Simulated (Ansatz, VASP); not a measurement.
## One calculation of TlBr, two programs

The input INCAR:

```
ALGO = Normal
EDIFF = 1E-6
ENCUT = 500
GGA = PS
GGA_COMPAT = False
ISIF = 2
ISMEAR = 0
LASPH = True
LCHARG = True
LELF = True
LREAL = False
LVHAR = True
LWAVE = False
NBANDS = 17
NELM = 120
PREC = Accurate
SIGMA = 0.01
```

The input KPOINTS:

```
k-points
0
Gamma
  4 4 4
```

Contents of POSCAR:

```
TlBr
1.0
    3.9461933093      0.0000000000      0.0000000000
    0.0000000000      3.9461933093      0.0000000000
    0.0000000000      0.0000000000      3.9461933093
Tl Br
1 1
Direct
    0.0000000000      0.0000000000      0.0000000000
    0.5000000000      0.5000000000      0.5000000000
```

Input for Ansatz:

```yaml
crystal:
  lattice:
    - [3.9461933093, 0.0, 0.0]
    - [0.0, 3.9461933093, 0.0]
    - [0.0, 0.0, 3.9461933093]
  atoms:
    - { symbol: Tl, position: [0.0, 0.0, 0.0] }
    - { symbol: Br, position: [0.5, 0.5, 0.5] }
kpoints:
  mp_grid: { grid: [4, 4, 4] }
hamiltonian:
  xc: pbesol
scf:
  occupations: { method: fixed }
  n_extra_bands: 4
output:
  forces: true
  stress: true
  eigenvalues: true
accuracy: low
```

Alike in both runs: task single point; functional PBEsol; k mesh 4 × 4 × 4; no spin polarisation.

|  | VASP | Ansatz |
| --- | --- | --- |
| version | VASP 6.6.1 | Ansatz 0.2.0 |
| potentials or method | VASP PAW PBE potentials, release 64 (Tl_d, Br) | plane waves |
| plane-wave cutoff (eV) | 500 | 420 |
| occupations | gaussian, width 0.01 eV | fixed |
| valence electrons in the cell | 20 | 20 |

|  | VASP | Ansatz | Ansatz less VASP |
| --- | --- | --- | --- |
| gap on the k mesh at the Fermi level (eV) | 1.65 | 1.65 | -0.004 |
| pressure (GPa) | -0.5 | -0.5 | +0.03 |

VASP's potentials were made for PBE, not for PBEsol.

Spin-orbit coupling is off throughout.
